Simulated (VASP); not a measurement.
Crystal: BeTe.

```
CELL_PARAMETERS angstrom
0.00000 2.82862 2.82862
2.82862 0.00000 2.82862
2.82862 2.82862 0.00000
ATOMIC_POSITIONS crystal
Be 0.00000 0.00000 0.00000
Te 0.25000 0.25000 0.25000
```

Base run:

```yaml
Program: VASP 6.6.1
Functional: r2SCAN
Potentials_or_basis: VASP PAW PBE potentials, release 64 (Be, Te)
Cutoff: 520 eV
k_mesh: 6 × 6 × 6
Occupations: gaussian, width 0.01 eV
Spin: no spin polarisation
```

Its results: band gap on the k mesh 2.37 eV, indirect (least direct gap 4.03 eV); pressure 0.2 GPa.

The run is repeated on the same cell with these changes: functional from r2SCAN to PBE. What comes out?

Band gap on the k mesh 2.01 eV, indirect (least direct gap 3.62 eV); pressure 0.4 GPa.

r2SCAN gives the wider gap, since meta-GGAs in the generalised Kohn-Sham scheme recover part of the derivative discontinuity.

Caveats: spin-orbit coupling is left out, which moves the levels of the heavy elements; the PAW data sets were made with another functional, which shifts forces and pressure a little (some runs).

A k mesh can miss the band edges.
